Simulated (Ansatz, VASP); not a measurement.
**One calculation of Pt, two programs**

File INCAR:

```
SYSTEM = Pt
PREC = Accurate ; ENCUT = 520
EDIFF = 1E-6 ; ISMEAR = -1
SIGMA = 0.05 ; LREAL = .False.
LASPH = .True. ; NELM = 100
ALGO = Fast ; ISIF = 2
LWAVE = .False. ; LCHARG = .False.
GGA = PS ; NBANDS = 11
```

The input KPOINTS:

```
regular mesh
0
Gamma
  12 12 12
  0 0 0
```

The input POSCAR:

```
Pt
1.0
   -1.5518799051      1.5518799051      1.5518799051
    1.5518799051     -1.5518799051      1.5518799051
    1.5518799051      1.5518799051     -1.5518799051
Pt
1
Direct
    0.0000000000      0.0000000000      0.0000000000
```

input.yaml

```yaml
crystal:
  lattice:
    - [-1.5518799051, 1.5518799051, 1.5518799051]
    - [1.5518799051, -1.5518799051, 1.5518799051]
    - [1.5518799051, 1.5518799051, -1.5518799051]
  atoms:
    - { symbol: Pt, position: [0.0, 0.0, 0.0] }
kpoints:
  mp_grid: { grid: [12, 12, 12] }
scf:
  occupations: { method: fermi_dirac, width: 0.05 }
hamiltonian:
  xc: pbesol
  pseudopotentials: { kind: all_electron, lapw: { basis_error: 0.001 } }
output:
  forces: true
  stress: true
  eigenvalues: true
```

Change from the starting cell: volume scaled by 0.94.

Alike in both runs: task single point; functional PBEsol; k mesh 12 × 12 × 12; occupations fermi-dirac, width 0.05 eV; no spin polarisation.

```csv
,VASP,Ansatz
version,VASP 6.6.1,Ansatz 0.2.0
potentials or method,"VASP PAW PBE potentials, release 64 (Pt), cutoff 520 eV","all-electron LAPW, scalar-relativistic"
```

Ansatz gave:

```
gap on the k mesh at the Fermi level (eV) : none
pressure (GPa)                            : 4.7
```

Question: Estimate VASP's values.

Answer: gap on the k mesh at the Fermi level (eV): none; pressure (GPa): 4.3.

VASP's potentials were made for PBE, not for PBEsol. A gap of «none» marks a metal or a gap that the smearing closes. Ansatz ran all-electron here, and VASP with PAW potentials.

Neither program's run includes spin-orbit coupling.
